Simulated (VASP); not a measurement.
Here is a VASP 6.6.1 calculation.

INCAR

```
SYSTEM = CdSe
ALGO = Normal ; EDIFF = 1E-7
ENCUT = 520 ; GGA = PS
ISIF = 2 ; ISMEAR = 0
LASPH = .TRUE. ; LCHARG = .FALSE.
LREAL = .FALSE. ; LWAVE = .FALSE.
NBANDS = 16 ; NELM = 80
PREC = Accurate ; SIGMA = 0.05
```

KPOINTS

```
k-points
0
G
  10 10 10
  0 0 0
```

POSCAR

```
CdSe
1.0
    0.0000000000      3.0823345403      3.0823345403
    3.0823345403      0.0000000000      3.0823345403
    3.0013718864      3.0013718864      0.0809626539
Cd Se
1 1
Direct
    0.0000000000      0.0000000000      0.0000000000
    0.7500000000      0.7500000000      0.7500000000
```

Potentials or basis: VASP PAW PBE potentials, release 64 (Cd, Se).

The run is started by

```bash
$ cat potpaw_PBE.64/Cd/POTCAR potpaw_PBE.64/Se/POTCAR > POTCAR
$ mpirun -np 1 vasp_std > vasp.out
```

Task: Predict the band gap on the k mesh.

Result: 0.45 eV.

Task: Estimate the pressure.

Result: 0.5 GPa.

Task: Estimate the largest force.

Result: 0.343 eV/Å.

Stress tensor (GPa, compression positive):
```
 0.47  1.33 -1.33
 1.33  0.47 -1.33
-1.33 -1.33  0.47
```

Caveat: the PAW data sets were made with another functional, which shifts forces and pressure a little.
